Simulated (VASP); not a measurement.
# TiPt3: relaxation of the atoms with PBE

Crystal: TiPt3.

```xyz
4
Lattice="3.8970 0.0000 0.0000 0.0000 3.8970 0.0000 0.0000 0.0000 3.8970" Properties=species:S:1:pos:R:3 pbc="T T T"
Ti    0.0000    0.0000    0.0000
Pt    0.0000    1.9485    1.9485
Pt    1.9485    0.0000    1.9485
Pt    1.9485    1.9485    0.0000
```

```json
{
 "Program": "VASP 6.6.1",
 "Task": "relaxation of the atoms",
 "Functional": "PBE",
 "Potentials or basis": "VASP PAW PBE potentials, release 64 (Ti_sv, Pt)",
 "Cutoff": "520 eV",
 "k mesh": "9 × 9 × 9",
 "Occupations": "fermi-dirac, width 0.05 eV",
 "Spin": "no spin polarisation",
 "Dipole correction": "no",
 "Further INCAR settings": "ALGO = Normal; EDIFF = 1e-07; IBRION = 2; EDIFFG = -0.02; NSW = 80"
}
```

```yaml
Pressure_after_relaxing: 9.8 GPa
Band_gap_on_the_k_mesh: zero (band 21 reaches 13.27 eV, above the bottom of band 22 at 11.72 eV)
```

Final structure:
```
Ti Pt
1.0
     3.89700    0.00000    0.00000
     0.00000    3.89700    0.00000
     0.00000    0.00000    3.89700
Ti Pt
1 3
Direct
  0.00000 0.00000 0.00000
  0.00000 0.50000 0.50000
  0.50000 0.00000 0.50000
  0.50000 0.50000 0.00000
```

Levels at points of the mesh, in eV from the Fermi level:
```tsv
k point	band 19	band 20	band 21	band 22	band 23	band 24
(0.00, 0.00, 0.00)	0.03	0.03	1.39	1.39	1.58	1.58
```

Wall time 45 s on 1 thread of Intel(R) Xeon(R) Platinum 8488C (Sapphire Rapids) (shared host), peak memory 0.2 GiB.

Caveat: the relaxation stopped at its first step, so nothing moved; spin-orbit coupling is left out, which moves the levels of the heavy elements.
